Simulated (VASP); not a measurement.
A run of VASP 6.6.1 is set up as follows.

Contents of INCAR:

```
SYSTEM = InSe
  ALGO = Normal
  DIPOL = 0.5 0.5 0.500
  EDIFF = 1E-7
  ENCUT = 520
  GGA = PE
  IDIPOL = 3
  ISIF = 2
  ISMEAR = 0
  IVDW = 12
  LASPH = .TRUE.
  LCHARG = .FALSE.
  LDIPOL = .TRUE.
  LREAL = .FALSE.
  LWAVE = .FALSE.
  NBANDS = 27
  NELM = 80
  PREC = Accurate
  SIGMA = 0.02
```

KPOINTS

```
k-points
0
G
  12 12 1
  0 0 0
```

Contents of POSCAR:

```
InSe
1.0
    4.0266320647      0.0000000000      0.0000000000
   -2.0133160324      3.6615239427      0.0000000000
    0.0000000000      0.0000000000     36.7225669509
Se In
2 2
Direct
    0.3307276402      0.6614552805      0.4281429446
    0.3307276402      0.6614552805      0.5718570554
    0.0026056931      0.0052113862      0.4618711121
    0.0026056931      0.0052113862      0.5381288879
```

Potentials or basis: VASP PAW PBE potentials, release 64 (Se, In_d).

The run is started by

```console
$ cat potpaw_PBE.64/Se/POTCAR potpaw_PBE.64/In_d/POTCAR > POTCAR
$ mpirun -np 1 vasp_std > vasp.out
```

Problem. Predict the band gap on the k mesh.

Solution. 1.16 eV (least direct gap 1.26 eV).

Problem. Predict the largest force.

Solution. 0.016 eV/Å.

Problem. What does it give for the dispersion energy per atom?

Solution. -0.212 eV.

Forces in eV/Å, atoms in the order of the input:
```
Se   0.000 -0.002 -0.016
Se   0.000 -0.002  0.016
In   0.000  0.002  0.009
In   0.000  0.002 -0.009
```

Caveat: the cell differs from its parent crystal (strain along y +0.050, then relaxed in part); spin-orbit coupling is left out, which moves the levels of the heavy elements.
